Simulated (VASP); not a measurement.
A run of VASP 6.6.1 is set up as follows.

POSCAR

```
Lu
1.0
    0.0000000000      2.4695003927      2.4695003927
    2.4695003927      0.0000000000      2.4695003927
    2.4695003927      2.4695003927      0.0000000000
Lu
1
Direct
    0.0000000000      0.0000000000      0.0000000000
```

INCAR.step1

```
PREC = Accurate ; ENCUT = 520
ISMEAR = -1 ; SIGMA = 0.1
LREAL = F ; LASPH = T
NELM = 60 ; NBANDS = 18
GGA = PE ; ALGO = Normal
EDIFF = 1E-4 ; LWAVE = T
LCHARG = F
```

The input INCAR.step2:

```
PREC = Accurate ; ENCUT = 520
EDIFF = 1E-6 ; ISMEAR = -1
SIGMA = 0.1 ; LREAL = F
LASPH = T ; NELM = 60
ALGO = Normal ; ISIF = 2
LWAVE = F ; LCHARG = F
METAGGA = R2SCAN ; LMIXTAU = T
NBANDS = 18 ; ISTART = 1
```

File KPOINTS:

```
regular mesh
0
Gamma
  12 12 12
```

Potentials or basis: VASP PAW PBE potentials, release 64 (Lu).

Run with:

```bash
$ cat potpaw_PBE.64/Lu/POTCAR > POTCAR
$ cp INCAR.step1 INCAR
$ mpirun -np 1 vasp_std > vasp.out
$ cp INCAR.step2 INCAR
$ mpirun -np 1 vasp_std > vasp.out
```

**Question.** Predict the pressure.

**Answer.** -1.0 GPa.

**Question.** Estimate the band gap on the k mesh.

**Answer.** Zero (an odd number of electrons rules out a gap without spin polarisation).

Caveat: the PAW data sets were made with another functional, which shifts forces and pressure a little; spin-orbit coupling is left out, which moves the levels of the heavy elements.
